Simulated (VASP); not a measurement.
# TiCo (Pm-3m) in VASP: a series of runs, part 2 of 2

VASP 6.6.1. Earlier steps stand in the parts before.

## 4. Single point, PBE, collinear spin, ferromagnetic start

The input, INCAR:

```
ALGO = Normal
EDIFF = 1E-6
ENCUT = 520
GGA = PE
ISIF = 2
ISMEAR = -1
ISPIN = 2
LASPH = T
LCHARG = F
LMAXMIX = 4
LORBIT = 11
LREAL = F
LWAVE = F
MAGMOM = 1 1 2 2
NBANDS = 33
NELM = 150
PREC = Accurate
SIGMA = 0.03
```

The input, KPOINTS:

```
k-points
0
Gamma
  12 12 12
```

The input, POSCAR:

```
TiCo
1.0
    2.9861109900      2.9861109900      0.0000000000
    2.9861109900      0.0000000000      2.9861109900
    2.9861109900      0.0000000000     -2.9861109900
Ti Co
2 2
Direct
    0.0000000000      0.0000000000      0.0000000000
    0.0000000000      0.5000000000      0.5000000000
    0.5000000000      0.2500000000      0.7500000000
    0.5000000000      0.7500000000      0.2500000000
```

Potentials or basis: VASP PAW PBE potentials, release 64 (Ti_sv, Co).

Launch:

```sh
> cat potpaw_PBE.64/Ti_sv/POTCAR potpaw_PBE.64/Co/POTCAR > POTCAR
> mpirun -np 1 vasp_std > vasp.out
```

OUTCAR:

```text
EDIFF = 1E-6
   ENCUT = 520
   GGA = PE
   ISIF = 2
   ISMEAR = -1
   ISPIN = 2
   LASPH = T
   LORBIT = 11
   LREAL = F
   NELM = 150
   PREC = Accurate

 ion  position               nearest neighbor table
   1  0.000  0.000  0.000-   3 2.59   4 2.59   3 2.59   4 2.59   3 2.59   4 2.59   3 2.59   4 2.59

   2  0.000  0.500  0.500-   4 2.59   3 2.59   4 2.59   3 2.59   4 2.59   3 2.59   3 2.59   4 2.59

   3  0.500  0.250  0.750-   2 2.59   1 2.59   2 2.59   1 2.59   2 2.59   1 2.59   1 2.59   2 2.59
                             4 2.99   4 2.99   4 2.99   4 2.99   4 2.99   4 2.99
   4  0.500  0.750  0.250-   1 2.59   2 2.59   1 2.59   2 2.59   1 2.59   2 2.59   1 2.59   2 2.59
                             3 2.99   3 2.99   3 2.99   3 2.99   3 2.99   3 2.99

  LATTYP: Found a face centered cubic cell.
 ALAT       =     5.9722219800

  Lattice vectors:

 A1 = (   2.9861109900,   2.9861109900,   0.0000000000)
 A2 = (   2.9861109900,   0.0000000000,  -2.9861109900)
 A3 = (   0.0000000000,   2.9861109900,  -2.9861109900)

Analysis of symmetry for initial positions (statically):
=====================================================================
 Subroutine PRICEL returns following result:

  LATTYP: Found a simple cubic cell.
 ALAT       =     2.9861109900
[... 12 lines left out ...]
 Subroutine GETGRP returns: Found 48 space group operations
 (whereof 48 operations were pure point group operations)
 out of a pool of 48 trial point group operations.

The static configuration has the point symmetry O_h .

Analysis of symmetry for dynamics (positions and initial velocities):
=====================================================================
 Subroutine PRICEL returns following result:

  LATTYP: Found a simple cubic cell.
 ALAT       =     2.9861109900
[... 12 lines left out ...]
 Subroutine GETGRP returns: Found 48 space group operations
 (whereof 48 operations were pure point group operations)
 out of a pool of 48 trial point group operations.

The dynamic configuration has the point symmetry O_h .

Analysis of structural, dynamic, and magnetic symmetry:
=====================================================================
 Subroutine PRICEL returns following result:

  LATTYP: Found a simple cubic cell.
 ALAT       =     2.9861109900
[... 12 lines left out ...]
 Subroutine GETGRP returns: Found 48 space group operations
 (whereof 48 operations were pure point group operations)
 out of a pool of 48 trial point group operations.

The overall configuration has the point symmetry O_h .

 Subroutine INISYM returns: Found 48 space group operations
 (whereof 48 operations are pure point group operations),
 and found     2 'primitive' translations

----------------------------------------------------------------------------------------

                                     Primitive cell

  volume of cell :      26.6267

  direct lattice vectors                    reciprocal lattice vectors
     0.000000000  2.986110990  0.000000000     0.000000000  0.334883735  0.000000000
     0.000000000  0.000000000  2.986110990     0.000000000  0.000000000  0.334883735
     2.986110990  0.000000000  0.000000000     0.334883735  0.000000000  0.000000000

  length of vectors
[... 77 lines left out ...]
   LNONCOLLINEAR =      F non collinear calculations
   LSORBIT =      F    spin-orbit coupling
   LASPH  =      T    aspherical Exc in radial PAW
   ENCUT  =  520.0 eV  38.22 Ry    6.18 a.u.   7.85  7.85  7.85*2*pi/ulx,y,z
   NELM   =    150;   NELMIN=  2; NELMDL= -5     # of ELM steps
   EDIFF  = 0.1E-05   stopping-criterion for ELM
   LREAL  =      F    real-space projection
   EDIFFG = 0.1E-04   stopping-criterion for IOM
   NSW    =      0    number of steps for IOM
   IBRION =     -1    ionic relax: 0-MD 1-quasi-New 2-CG
   NFREE  =      0    steps in history (QN), initial steepest desc. (CG)
   ISIF   =      2    stress and relaxation
   ISYM   =      2    0-nonsym 1-usesym 2-fastsym
   POTIM  = 0.5000    time-step for ionic-motion
   TEBEG  =    0.0;   TEEND  =   0.0 temperature during run
   PSTRESS=    0.0 pullay stress
   NELECT =      42.0000    total number of electrons
   NUPDOWN=      -1.0000    fix difference up-down
   EMIN   =  10.00;   EMAX   =-10.00  energy-range for DOS
   EFERMI =   0.00;   METHOD = LEGACY
   ISMEAR =    -1;   SIGMA  =   0.03  broadening in eV -4-tet -1-fermi 0-gaus
   EFERMI_NEDOS =   21; number of points for ismear=-14 and -15
   IALGO  =     38    algorithm
   IMIX   =      4    mixing-type and parameters
     AMIX     =   0.40;   BMIX     =  1.00
     AMIX_MAG =   1.60;   BMIX_MAG =  1.00
  volume/ion in A,a.u.               =      13.31        89.84
  Fermi-wavevector in a.u.,A,eV,Ry     =   1.512546  2.858298 31.127355  2.287796
  Thomas-Fermi vector in A             =   2.622456
   LORBIT       =     11    0 simple, 1 ext, 2 COOP (PROOUT), +10 PAW based schemes
   GGA     = PE    functional components
   LHFCALC =     F    Hartree Fock is set to
   AEXX    =    0.0000 exact exchange contribution
   IVDW    =     0    specifies the selected vdW correction
   LEPSILON=     F    determine dielectric tensor
   LRPA    =     F    only Hartree local field effects (RPA)
 spin polarized calculation
  energy-cutoff  :      520.00
  volume of cell :       53.25
 maximum number of plane-waves:      1459
   NGX = 15   NGY = 15   NGZ = 15

 number of electron      42.0000020 magnetization       1.7726479

 Free energy of the ion-electron system (eV)
  ---------------------------------------------------
  ext. energy  EPLUGINS =         0.00000000
  ---------------------------------------------------
  free energy    TOTEN  =       -31.35669086 eV

  energy without entropy =      -31.34680290  energy(sigma->0) =      -31.35174688

 E-fermi :   9.9320     XC(G=0): -12.5757

 val. band max:        9.9189251537   @ k =   0.4167   0.3333   0.0000
 cond. band min:       9.9352162675   @ k =   0.5000   0.3333   0.0000
 fundamental gap:      0.0162911138
 Fermi energy:         9.9319558569

 spin component 1

 k-point     1 :       0.0000    0.0000    0.0000
  band No.  band energies     occupation
      1     -47.2297      1.00000
      2     -47.1404      1.00000
      3     -23.5445      1.00000
      4     -23.5445      1.00000
      5     -23.5445      1.00000
      6     -23.3217      1.00000
[... 853 lines left out ...]
     32      15.4899      0.00000
     33      18.1547      0.00000

 [... further k-points ...]

 spin component 2

 k-point     1 :       0.0000    0.0000    0.0000
  band No.  band energies     occupation
      1     -47.2383      1.00000
      2     -47.1483      1.00000
      3     -23.5567      1.00000
      4     -23.5567      1.00000
      5     -23.5567      1.00000
      6     -23.3313      1.00000
[... 853 lines left out ...]
     32      15.5645      0.00000
     33      18.3009      0.00000

 [... further k-points ...]

------------------------ aborting loop because EDIFF is reached ----------------------------------------

  FORCE on cell =-STRESS in cart. coord.  units (eV):
  Direction    XX          YY          ZZ          XY          YZ          ZX
  --------------------------------------------------------------------------------------
  -------------------------------------------------------------------------------------
  Total       -0.1540561     -0.1540561     -0.1540561      0.0000000      0.0000000      0.0000000
  in kB       -4.6349142     -4.6349142     -4.6349142      0.0000000      0.0000000      0.0000000
  external PRESSURE =      -4.6349142 kB  Pullay stress =       0.0000000 kB

 VOLUME and BASIS-vectors are now :
 -----------------------------------------------------------------------------
  energy-cutoff  :      520.00
  volume of cell :       53.25
      direct lattice vectors                 reciprocal lattice vectors
     2.986110990  2.986110990  0.000000000     0.000000000  0.334883735  0.000000000
     2.986110990  0.000000000  2.986110990     0.167441867 -0.167441867  0.167441867
     2.986110990  0.000000000 -2.986110990     0.167441867 -0.167441867 -0.167441867

 POSITION                                       TOTAL-FORCE (eV/Angst)
 -----------------------------------------------------------------------------------
      0.00000      0.00000      0.00000         0.000000      0.000000      0.000000
      2.98611      0.00000      0.00000        -0.000000     -0.000000      0.000000
      4.47917      1.49306     -1.49306        -0.000000     -0.000000      0.000000
      4.47917      1.49306      1.49306         0.000000     -0.000000     -0.000000
 -----------------------------------------------------------------------------------
    total drift:                                0.000000      0.000000      0.000000

  FREE ENERGIE OF THE ION-ELECTRON SYSTEM (eV)
  ---------------------------------------------------
  free  energy   TOTEN  =       -31.3566908564 eV

  energy  without entropy=      -31.3468028996  energy(sigma->0) =      -31.35174688

 total charge

# of ion       s       p       d       tot
------------------------------------------
    1        2.247   6.181   1.856  10.284
    2        2.247   6.181   1.856  10.284
    3        0.526   0.462   7.299   8.287
    4        0.526   0.462   7.299   8.287
--------------------------------------------------
tot          5.546  13.287  18.309  37.142

 magnetization (x)

# of ion       s       p       d       tot
------------------------------------------
    1       -0.002  -0.012  -0.013  -0.028
    2       -0.002  -0.012  -0.013  -0.028
    3        0.029  -0.003   0.935   0.960
    4        0.029  -0.003   0.935   0.960
--------------------------------------------------
tot          0.053  -0.030   1.842   1.865
```

OSZICAR:

```text
N       E                     dE             d eps       ncg     rms          rms(c)
DAV:   1     0.421375520177E+03    0.42138E+03   -0.19411E+04  9512   0.166E+03
DAV:   2     0.800979625316E+01   -0.41337E+03   -0.39821E+03  9616   0.428E+02
DAV:   3    -0.328015506974E+02   -0.40811E+02   -0.39363E+02 15343   0.134E+02
DAV:   4    -0.350126918726E+02   -0.22111E+01   -0.21889E+01 12569   0.273E+01
DAV:   5    -0.351116857577E+02   -0.98994E-01   -0.98963E-01 12779   0.487E+00    0.218E+01
DAV:   6    -0.333079712748E+02    0.18037E+01   -0.25099E+01 10982   0.554E+01    0.151E+01
DAV:   7    -0.352311243456E+02   -0.19232E+01   -0.31936E+01 13333   0.483E+01    0.266E+01
DAV:   8    -0.312988169660E+02    0.39323E+01   -0.10657E+01 12906   0.321E+01    0.307E+00
DAV:   9    -0.312975599071E+02    0.12571E-02   -0.39343E-01 13454   0.556E+00    0.273E+00
DAV:  10    -0.313234278383E+02   -0.25868E-01   -0.93507E-02 12093   0.244E+00    0.230E+00
DAV:  11    -0.313526292677E+02   -0.29201E-01   -0.95495E-02 12736   0.307E+00    0.152E+00
DAV:  12    -0.313539475192E+02   -0.13183E-02   -0.87143E-02 12888   0.278E+00    0.861E-01
DAV:  13    -0.313582423294E+02   -0.42948E-02   -0.23141E-02 11565   0.148E+00    0.596E-01
DAV:  14    -0.313567590117E+02    0.14833E-02   -0.13049E-03 12495   0.449E-01    0.287E-01
DAV:  15    -0.313567324971E+02    0.26515E-04   -0.10134E-03 12766   0.330E-01    0.112E-01
DAV:  16    -0.313566854911E+02    0.47006E-04   -0.17189E-04 14032   0.987E-02    0.317E-02
DAV:  17    -0.313566902715E+02   -0.47804E-05   -0.63830E-05 12577   0.599E-02    0.969E-03
DAV:  18    -0.313566908564E+02   -0.58496E-06   -0.34947E-06  7443   0.149E-02
   1 F= -.31356691E+02 E0= -.31351747E+02  d E =-.988796E-02  mag=     1.7736
```

Wall time 6.7 min (1 thread of Oxide Virtual Turin-like, shared host); peak memory 0.3 GiB.

What came out:

```
Free energy                                           : -31.3567 eV
Pressure                                              : -0.5 GPa
Net moment                                            : 1.77 μB per cell
Site moments                                          : Ti -0.03; Co +0.96 μB
Valence electrons inside the program's atomic spheres : Ti 10.28; Co 8.29
```

## 5. Single point, PBE, collinear spin, ferromagnetic start

The input, INCAR:

```
PREC = Accurate
ENCUT = 520
EDIFF = 1E-7
ISMEAR = -1
SIGMA = 0.03
LREAL = F
LASPH = T
NELM = 150
ALGO = Normal
ISIF = 2
LWAVE = F
LCHARG = T
ISPIN = 2
MAGMOM = 0 0 1 1
LORBIT = 11
LMAXMIX = 4
GGA = PE
LELF = T
LVHAR = T
NBANDS = 33
```

The input, KPOINTS:

```
Automatic mesh
0
Gamma
  12 12 12
```

POSCAR is that of step 4.

Launch:

```sh
> cat potpaw_PBE.64/Ti_sv/POTCAR potpaw_PBE.64/Co/POTCAR > POTCAR
> mpirun -np 1 vasp_std > vasp.out
```

Run time: 8.7 min. Hardware: 1 thread of Oxide Virtual Turin-like, shared host; peak memory 0.3 GiB.

The run converged. Its results:

```
Free energy                                           : -31.3567 eV
Pressure                                              : -0.6 GPa
Net moment                                            : 1.77 μB per cell
Site moments                                          : Ti -0.03; Co +0.96 μB
Valence electrons inside the program's atomic spheres : Ti 10.28; Co 8.29
```

Levels at points of the mesh, in eV from the Fermi level:
Spin up:
```csv
k point,band 20,band 21,band 22,band 23,band 24,band 25
"(0.00, 0.00, 0.00)",-1.89,-1.51,-1.51,0.46,0.46,2.65
"(0.50, 0.00, 0.00)",-0.81,-0.70,-0.64,0.63,0.63,0.65
"(0.00, 0.50, 0.00)",-2.50,0.40,0.40,0.40,0.40,1.52
```
Spin down:
| k point | band 17 | band 18 | band 19 | band 20 | band 21 | band 22 | band 23 | band 24 |
| --- | --- | --- | --- | --- | --- | --- | --- | --- |
| (0.00, 0.00, 0.00) | -2.09 | -1.33 | -1.33 | -1.33 | 0.04 | 0.04 | 1.03 | 1.03 |
| (0.50, 0.00, 0.00) | -1.41 | -0.90 | -0.81 | 0.00 | 0.30 | 0.60 | 0.60 | 0.60 |
| (0.00, 0.50, 0.00) | -1.99 | -1.99 | -1.99 | -1.99 | 0.96 | 0.96 | 0.96 | 0.96 |
